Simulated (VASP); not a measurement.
# Pt (P2_1/m) in VASP: further runs, part 2 of 2

VASP 6.6.1.

**3. Single point, LDA (atoms displaced along a vibrational mode)**

Input file INCAR:

```
SYSTEM = Pt
ALGO = Fast
EDIFF = 1E-6
ENCUT = 520
ISIF = 2
ISMEAR = 0
LASPH = .True.
LCHARG = .False.
LREAL = .False.
LWAVE = .False.
NBANDS = 28
NELM = 100
PREC = Accurate
SIGMA = 0.15
```

Input file KPOINTS:

```
k-points
0
Gamma
  18 18 6
  0 0 0
```

Input file POSCAR:

```
Pt
1.0
    2.7082945870      0.0000000000      0.0000000000
   -1.3541472935      2.3454519133      0.0000000000
    0.0000000000      0.0000000000      9.3530207388
Pt
4
Direct
    0.6075806962      0.3111627658      0.3750000000
    0.6075806962      0.3111627658      0.8750000000
    0.3924193038      0.6888372342      0.1250000000
    0.3924193038      0.6888372342      0.6250000000
```

Potentials or basis: VASP PAW LDA potentials, release 64 (Pt).

Command:

```
> cat potpaw_LDA.64/Pt/POTCAR > POTCAR
> mpirun -np 1 vasp_std > vasp.out
```

It took 8.7 min on 1 thread of Intel Xeon 6975P-C (Granite Rapids), shared host; peak memory 0.79 GiB.

It converged, with:

```yaml
Free_energy: -29.8378 eV
Pressure: 1.3 GPa
Largest_force: 0.175 eV/Å
Band_gap_on_the_k_mesh: zero (bands 20 and 21 overlap by 1.53 eV)
```

Forces in eV/Å, atoms in the order of the input:
```
Pt  -0.092 -0.149  0.000
Pt  -0.092 -0.149  0.000
Pt   0.092  0.149  0.000
Pt   0.092  0.149  0.000
```

Stress tensor (GPa, compression positive):
```
 1.48 -0.13  0.00
-0.13  0.73  0.00
 0.00  0.00  1.69
```

Levels at points of the mesh, in eV from the Fermi level:
| k point | band 16 | band 17 | band 18 | band 19 | band 20 | band 21 | band 22 | band 23 | band 24 | band 25 |
| --- | --- | --- | --- | --- | --- | --- | --- | --- | --- | --- |
| (0.00, 0.00, 0.00) | -2.61 | -1.30 | -1.14 | -1.14 | -0.96 | -0.91 | -0.79 | -0.79 | 0.26 | 5.22 |
| (0.50, 0.00, 0.00) | 0.12 | 0.38 | 0.44 | 0.44 | 0.46 | 1.67 | 2.51 | 2.51 | 4.50 | 6.20 |
| (0.00, 0.50, 0.00) | -0.39 | 0.29 | 0.43 | 0.43 | 0.55 | 1.38 | 1.38 | 2.61 | 3.70 | 7.12 |
| (0.50, 0.50, 0.00) | -0.29 | 0.26 | 0.43 | 0.43 | 0.59 | 1.16 | 1.16 | 2.78 | 3.55 | 7.24 |
| (0.00, 0.00, 0.50) | -2.78 | -2.15 | -2.15 | -1.06 | -1.06 | -0.81 | -0.81 | -0.15 | -0.15 | 8.00 |
| (0.50, 0.00, 0.50) | 0.00 | 0.40 | 0.40 | 0.48 | 0.48 | 0.57 | 0.57 | 4.05 | 4.05 | 6.45 |
| (0.00, 0.50, 0.50) | -0.73 | 0.33 | 0.33 | 0.52 | 0.52 | 1.67 | 1.67 | 3.14 | 3.14 | 7.46 |
| (0.50, 0.50, 0.50) | -0.72 | 0.31 | 0.31 | 0.54 | 0.54 | 1.87 | 1.87 | 2.97 | 2.97 | 7.63 |

Caveat: the cell differs from its parent crystal (atoms displaced along a vibrational mode); spin-orbit coupling is left out, which moves the levels of the heavy elements.

**4. Single point, LDA (atoms displaced along a vibrational mode)**

Input file INCAR:

```
ALGO = Fast ; EDIFF = 1E-7
ENCUT = 520 ; ISIF = 2
ISMEAR = 0 ; LASPH = True
LCHARG = False ; LREAL = False
LWAVE = False ; NBANDS = 28
NELM = 80 ; PREC = Accurate
SIGMA = 0.15
```

Input file KPOINTS:

```
k-points
0
Gamma
  18 18 6
```

Input file POSCAR:

```
Pt
1.0
    2.7082945870      0.0000000000      0.0000000000
   -1.3541472935      2.3454519133      0.0000000000
    0.0000000000      0.0000000000      9.3530207388
Pt
4
Direct
    0.6308384663      0.3000774821      0.3750000000
    0.6308384663      0.3000774821      0.8750000000
    0.3691615337      0.6999225179      0.1250000000
    0.3691615337      0.6999225179      0.6250000000
```

Potentials or basis: VASP PAW LDA potentials, release 64 (Pt).

Command:

```
> cat potpaw_LDA.64/Pt/POTCAR > POTCAR
> mpirun -np 1 vasp_std > vasp.out
```

OUTCAR:

```text
EDIFF = 1E-7
   ENCUT = 520
   ISIF = 2
   ISMEAR = 0
   LASPH = True
   LREAL = False
   NELM = 80
   PREC = Accurate

 ion  position               nearest neighbor table
   1  0.631  0.300  0.375-   3 2.73   4 2.73   3 2.81   4 2.81   3 2.91   4 2.91
   2  0.631  0.300  0.875-   3 2.73   4 2.73   3 2.81   4 2.81   3 2.91   4 2.91
   3  0.369  0.700  0.125-   1 2.73   2 2.73   1 2.81   2 2.81   1 2.91   2 2.91
   4  0.369  0.700  0.625-   1 2.73   2 2.73   1 2.81   2 2.81   1 2.91   2 2.91

  LATTYP: Found a hexagonal cell.
 ALAT       =     2.7082945870
 C/A-ratio  =     3.4534724486

  Lattice vectors:

 A1 = (   2.7082945870,   0.0000000000,   0.0000000000)
 A2 = (  -1.3541472935,   2.3454519133,   0.0000000000)
 A3 = (   0.0000000000,   0.0000000000,   9.3530207388)

Analysis of symmetry for initial positions (statically):
=====================================================================
 Subroutine PRICEL returns following result:

  LATTYP: Found a hexagonal cell.
 ALAT       =     2.7082945870
 C/A-ratio  =     1.7267362243

  Lattice vectors:

 A1 = (   2.7082945870,   0.0000000000,   0.0000000000)
 A2 = (  -1.3541472935,   2.3454519133,   0.0000000000)
 A3 = (   0.0000000000,   0.0000000000,   4.6765103694)

   2 primitive cells build up your supercell.

 Routine SETGRP: Setting up the symmetry group for a
 hexagonal supercell.

 Subroutine GETGRP returns: Found  4 space group operations
 (whereof  2 operations were pure point group operations)
 out of a pool of 24 trial point group operations.

The static configuration has the point symmetry S_2 .
 The point group associated with its full space group is C_2h.

Analysis of symmetry for dynamics (positions and initial velocities):
[... 137 lines left out ...]
   EFERMI =   0.00;   METHOD = LEGACY
   ISMEAR =     0;   SIGMA  =   0.15  broadening in eV -4-tet -1-fermi 0-gaus
   EFERMI_NEDOS =   21; number of points for ismear=-14 and -15
   IALGO  =     68    algorithm
   IMIX   =      4    mixing-type and parameters
     AMIX     =   0.40;   BMIX     =  1.00
     AMIX_MAG =   1.60;   BMIX_MAG =  1.00
  volume/ion in A,a.u.               =      14.85       100.23
  Fermi-wavevector in a.u.,A,eV,Ry     =   1.434840  2.711454 28.011198  2.058765
  Thomas-Fermi vector in A             =   2.554204
   LORBIT       =      0    0 simple, 1 ext, 2 COOP (PROOUT), +10 PAW based schemes
   GGA     = CA    functional components
   LHFCALC =     F    Hartree Fock is set to
   AEXX    =    0.0000 exact exchange contribution
   IVDW    =     0    specifies the selected vdW correction
   LEPSILON=     F    determine dielectric tensor
   LRPA    =     F    only Hartree local field effects (RPA)
 non-spin polarized calculation
 RMM-DIIS sequential band-by-band and
 Gauss-broadening in eV      SIGMA  =   0.15
  energy-cutoff  :      520.00
  volume of cell :       59.41
 maximum number of plane-waves:      1629
   NGX = 11   NGY = 11   NGZ = 35

 number of electron      39.9999997 magnetization

 Free energy of the ion-electron system (eV)
  ---------------------------------------------------
  ext. energy  EPLUGINS =         0.00000000
  ---------------------------------------------------
  free energy    TOTEN  =       -29.80494063 eV

  energy without entropy =      -29.73640141  energy(sigma->0) =      -29.77067102

 E-fermi :  11.4162     XC(G=0): -13.7703

 val. band max:       11.4160047861   @ k =  -0.4444   0.2222   0.0000
 cond. band min:      11.4181101655   @ k =   0.5000   0.3889   0.0000
 fundamental gap:      0.0021053794
 Fermi energy:        11.4162356785

 k-point     1 :       0.0000    0.0000    0.0000
  band No.  band energies     occupation
      1       1.0193      2.00000
      2       2.8553      2.00000
      3       2.8553      2.00000
      4       3.7277      2.00000
      5       6.9314      2.00000
      6       7.0018      2.00000
[... 733 lines left out ...]
     27      19.2472      0.00000
     28      21.1563      0.00000

 [... further k-points ...]

------------------------ aborting loop because EDIFF is reached ----------------------------------------

  FORCE on cell =-STRESS in cart. coord.  units (eV):
  Direction    XX          YY          ZZ          XY          YZ          ZX
  --------------------------------------------------------------------------------------
  -------------------------------------------------------------------------------------
  Total        0.1131843      0.6882685      0.5515592      0.0589166      0.0000000      0.0000000
  in kB        3.0522672     18.5606907     14.8740218      1.5888183      0.0000000      0.0000000
  external PRESSURE =      12.1623266 kB  Pullay stress =       0.0000000 kB

 VOLUME and BASIS-vectors are now :
 -----------------------------------------------------------------------------
  energy-cutoff  :      520.00
  volume of cell :       59.41
      direct lattice vectors                 reciprocal lattice vectors
     2.708294587  0.000000000  0.000000000     0.369236052  0.213178534  0.000000000
    -1.354147294  2.345451913  0.000000000     0.000000000  0.426357068  0.000000000
     0.000000000  0.000000000  9.353020739     0.000000000  0.000000000  0.106917329

 POSITION                                       TOTAL-FORCE (eV/Angst)
 -----------------------------------------------------------------------------------
      1.30215      0.70382      3.50738        -0.105632      0.054119     -0.000000
      1.30215      0.70382      8.18389        -0.105632      0.054119     -0.000000
      0.05200      1.64163      1.16913         0.105632     -0.054119      0.000000
      0.05200      1.64163      5.84564         0.105632     -0.054119     -0.000000
 -----------------------------------------------------------------------------------
    total drift:                                0.000000     -0.000000      0.000000

  FREE ENERGIE OF THE ION-ELECTRON SYSTEM (eV)
  ---------------------------------------------------
  free  energy   TOTEN  =       -29.8049406315 eV

  energy  without entropy=      -29.7364014114  energy(sigma->0) =      -29.77067102
```

stdout:

```text
POSCAR found type information on POSCAR Pt
 POSCAR found :  1 types and       4 ions
 scaLAPACK will be used
 LDA part: xc-table for (Slater(with rela. corr.)+CA(PZ))
 , standard interpolation
 POSCAR, INCAR and KPOINTS ok, starting setup
 FFT: planning ... GRIDC
 FFT: planning ... GRID_SOFT
 FFT: planning ... GRID
 WAVECAR not read
 entering main loop
```

Run time: 11 min. Hardware: 1 thread of Intel Xeon 6975P-C (Granite Rapids), shared host; peak memory 0.79 GiB.

What came out:

```yaml
Free_energy: -29.8049 eV
Pressure: 1.2 GPa
Largest_force: 0.119 eV/Å
Band_gap_on_the_k_mesh: zero (bands 20 and 21 overlap by 1.47 eV)
```

Forces in eV/Å, atoms in the order of the input:
```
Pt  -0.106  0.054  0.000
Pt  -0.106  0.054  0.000
Pt   0.106 -0.054  0.000
Pt   0.106 -0.054  0.000
```

Caveat: the cell differs from its parent crystal (atoms displaced along a vibrational mode); spin-orbit coupling is left out, which moves the levels of the heavy elements.

**5. Summary**

```tsv
cell	further INCAR settings	gap on the mesh (eV)	pressure (GPa)	largest force (eV/Å)
as given, atomic positions A	ALGO = Fast; EDIFF = 1e-07; NBANDS = 28	none	1.4	0.12
as given, atomic positions B	ALGO = Fast; EDIFF = 1e-06; NBANDS = 28	none	1.3	0.17
as given, atomic positions C	ALGO = Fast; EDIFF = 1e-07; NBANDS = 28	none	1.2	0.12
```

Alike in all rows: task single point; level LDA; potentials or basis VASP PAW LDA potentials, release 64 (Pt); no spin polarisation; k mesh 18 × 18 × 6; cutoff (eV) 520; smearing gaussian 0.15 eV.

Caveats: spin-orbit coupling is left out, which moves the levels of the heavy elements.

Absolute energies hang on the potentials; compare differences alone.
